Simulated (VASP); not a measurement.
Input of a VASP 6.6.1 run:

The input INCAR:

```
SYSTEM = BN
PREC = Accurate ; ENCUT = 700
EDIFF = 1E-6 ; ISMEAR = 0
SIGMA = 0.01 ; LREAL = .False.
LASPH = .True. ; NELM = 120
ALGO = Normal ; ISIF = 2
LWAVE = .False. ; LCHARG = .False.
GGA = PE ; ISYM = -1
NBANDS = 16 ; GGA_COMPAT = .False.
```

KPOINTS

```
explicit points
9
Reciprocal
  0.08333333   0.08333333   0.25000000 1
  0.08333333   0.41666667   0.25000000 1
  0.08333333   0.75000000   0.25000000 1
  0.41666667   0.08333333   0.25000000 1
  0.41666667   0.41666667   0.25000000 1
  0.41666667   0.75000000   0.25000000 1
  0.75000000   0.08333333   0.25000000 1
  0.75000000   0.41666667   0.25000000 1
  0.75000000   0.75000000   0.25000000 1
```

The input POSCAR:

```
BN
1.0
    2.4883437600      0.0000000000      0.0000000000
   -1.2441718800      2.1549689100      0.0000000000
    0.0000000000      0.0000000000      6.4954828800
B N
2 2
Direct
    0.3335905387      0.6664094613      0.2500000000
    0.6664094613      0.3335905387      0.7500000000
    0.3342207765      0.6657792235      0.7500000000
    0.6657792235      0.3342207765      0.2500000000
```

Potentials or basis: VASP PAW PBE potentials, release 64 (B, N).

Run with:

```bash
$ cat potpaw_PBE.64/B/POTCAR potpaw_PBE.64/N/POTCAR > POTCAR
$ mpirun -np 1 vasp_std > vasp.out
```

Question: What does it give for the band gap on the k mesh?

Answer: 4.80 eV.

Question: What does it give for the pressure?

Answer: 8.6 GPa.

Stress tensor (GPa, compression positive):
```
11.11  0.14 -0.03
 0.14 11.28 -0.05
-0.03 -0.05  3.53
```

Caveat: the stress differs along the axes, from 4 to 11 GPa; a shifted mesh leaves out Γ, where band edges can lie; this functional lacks dispersion, which binds layers or chains, so the pressure and a relaxed spacing across them are unreliable. A k mesh can miss the band edges.
